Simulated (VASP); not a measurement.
# Si: single point with LDA

Crystal: Si.

```xyz
4
Lattice="3.8020 0.0000 0.0000 -1.9010 3.2926 0.0000 0.0000 0.0000 6.7922" Properties=species:S:1:pos:R:3 pbc="T T T"
Si    0.0000    2.1951    0.4281
Si    1.9010    1.0975    3.8243
Si    0.0000    2.1951    2.9680
Si    1.9010    1.0975    6.3641
```

This cell differs from its parent crystal: strain +0.000 along x and y, +0.080 along z.

| Property | Result |
| --- | --- |
| Program | VASP 6.6.1 |
| Task | single point |
| Functional | LDA |
| Potentials or basis | VASP PAW LDA potentials, release 64 (Si) |
| Cutoff | 520 eV |
| k mesh | 12 × 12 × 6 |
| Occupations | gaussian, width 0.03 eV |
| Spin | no spin polarisation |
| Dipole correction | no |
| Further INCAR settings | ALGO = Normal; EDIFF = 1e-06; NBANDS = 16 |

| Quantity | Value |
| --- | --- |
| Pressure | -5.6 GPa |
| Largest force | 0.380 eV/Å |
| Band gap on the k mesh | 0.42 eV (least direct gap 0.84 eV) |

Forces on the atoms (eV/Å):
```
Si   0.000  0.000  0.380
Si   0.000  0.000  0.380
Si   0.000  0.000 -0.380
Si   0.000  0.000 -0.380
```

Stress tensor (GPa, compression positive):
```
 -1.37   0.00   0.00
  0.00  -1.37   0.00
  0.00   0.00 -14.17
```

Levels at points of the mesh, in eV from the valence-band top:
| k point | band 4 | band 5 | band 6 | band 7 | band 8 | band 9 | band 10 | band 11 | band 12 | band 13 |
| --- | --- | --- | --- | --- | --- | --- | --- | --- | --- | --- |
| (0.00, 0.00, 0.00) | -1.07 | -1.07 | -0.50 | 0.00 | 0.00 | 0.84 | 1.56 | 2.39 | 2.39 | 3.31 |
| (0.50, 0.00, 0.00) | -6.16 | -4.31 | -2.71 | -2.65 | -1.49 | 0.70 | 2.03 | 2.73 | 3.13 | 3.45 |
| (0.00, 0.00, 0.50) | -4.44 | -0.63 | -0.63 | -0.63 | -0.63 | 2.14 | 2.14 | 3.15 | 3.15 | 3.15 |
| (0.50, 0.00, 0.50) | -7.11 | -2.54 | -2.54 | -2.17 | -2.17 | 0.63 | 0.63 | 1.56 | 1.56 | 5.45 |

Run time: 34 s on 1 thread of Intel(R) Xeon(R) 6975P-C (Granite Rapids) (shared host), peak memory 0.2 GiB.

Caveat: the cell differs from its parent crystal (strain +0.000 along x and y, +0.080 along z); the cell stands under tension. A k mesh can miss the band edges.
